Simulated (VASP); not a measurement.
Input of a VASP 6.6.1 run:

File INCAR:

```
SYSTEM = WSe2
ALGO     = Normal         ! electronic algorithm
DIPOL    = 0.5 0.5 0.500
EDIFF    = 1E-6           ! SCF threshold, eV
ENCUT    = 520            ! plane-wave cutoff, eV
GGA      = PE             ! functional
IDIPOL   = 3            
ISIF     = 2              ! what is computed and relaxed
ISMEAR   = 0              ! smearing method
IVDW     = 12             ! dispersion correction
LASPH    = .True.         ! aspherical terms in the spheres
LCHARG   = .False.        ! write CHGCAR
LDIPOL   = .True.       
LREAL    = .False.        ! projectors in reciprocal space
LWAVE    = .False.        ! write WAVECAR
NBANDS   = 20             ! bands
NELM     = 100            ! most SCF steps
PREC     = Accurate       ! precision mode
SIGMA    = 0.02           ! smearing width, eV
```

Contents of KPOINTS:

```
k-points
0
Gamma
  9 9 1
  0 0 0
```

POSCAR

```
WSe2
1.0
    3.2854986248      0.0000000000      0.0000000000
   -1.6427493124      2.8453252732      0.0000000000
    0.0000000000      0.0000000000     32.7375750251
Se W
2 1
Direct
    0.3333333333      0.6666666667      0.4485387238
    0.3333333333      0.6666666667      0.5514612762
    0.6666666667      0.3333333333      0.5000000000
```

Potentials or basis: VASP PAW PBE potentials, release 64 (Se, W_sv).

The run is started by

```console
$ cat potpaw_PBE.64/Se/POTCAR potpaw_PBE.64/W_sv/POTCAR > POTCAR
$ mpirun -np 1 vasp_std > vasp.out
```

Predict the dispersion energy per atom.

-0.337 eV.

Estimate the band gap on the k mesh.

1.67 eV, direct.

Forces on the atoms (eV/Å):
```
Se   0.000  0.000 -0.047
Se   0.000  0.000  0.047
W    0.000  0.000  0.000
```

Caveat: spin-orbit coupling is left out, which moves the levels of the heavy elements.
